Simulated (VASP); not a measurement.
Input of a VASP 6.6.1 run:

The input INCAR:

```
SYSTEM = AlN
PREC = Accurate
ENCUT = 520
EDIFF = 1E-6
ISMEAR = -1
SIGMA = 0.05
LREAL = .False.
LASPH = .True.
NELM = 80
ALGO = Normal
ISIF = 2
LWAVE = .False.
LCHARG = .False.
GGA = RP
IVDW = 12
NBANDS = 16
```

The input KPOINTS:

```
Automatic mesh
0
Gamma
  10 10 6
  0 0 0
```

The input POSCAR:

```
AlN
1.0
    3.0494515564      0.0000000000      0.0000000000
   -1.5247257782      2.6409025155      0.0000000000
    0.0000000000      0.0000000000      4.8793184075
Al N
2 2
Direct
    0.6666666667      0.3333333333      0.5000000000
    0.3333333333      0.6666666667      0.0000000000
    0.6666666667      0.3333333333      0.8800000000
    0.3333333333      0.6666666667      0.3800000000
```

Potentials or basis: VASP PAW PBE potentials, release 64 (Al, N).

Command:

```console
$ cat potpaw_PBE.64/Al/POTCAR potpaw_PBE.64/N/POTCAR > POTCAR
$ mpirun -np 1 vasp_std > vasp.out
```

**Question.** Predict the largest force.

**Answer.** 0.200 eV/Å.

**Question.** What does it give for the band gap on the k mesh?

**Answer.** 4.82 eV, direct.

Forces on the atoms (eV/Å):
```
Al   0.000  0.000 -0.200
Al   0.000  0.000 -0.200
N    0.000  0.000  0.200
N    0.000  0.000  0.200
```

Caveat: the PAW data sets were made with another functional, which shifts forces and pressure a little.

**Experimental background.**

From “Structural and optical properties of self-assembled AlN nanowires grown on SiO2/Si substrates by molecular beam epitaxy”, 2024, arxiv:2402.00216, for a bulk crystal of AlN at 0 K: band gap 6.0343 eV (an exciton energy, a little under the gap).

Against the measured gap of AlN, 6.0343 eV (an exciton energy, a little under the gap; 0 K; quoted in “Structural and optical properties of self-assembled AlN nanowires grown on SiO2/Si substrates by molecular beam epitaxy”, 2024, arxiv:2402.00216), the calculated 4.82 eV is off by -1.21 eV. 2 values of this kind are on record (6.034 to 6.0343 eV); this one was drawn at random. The value is that of RPBE+D3(BJ) on a finite k mesh, which can miss the band edges, without temperature or zero-point motion. Semilocal functionals fall short of measured gaps as a rule.
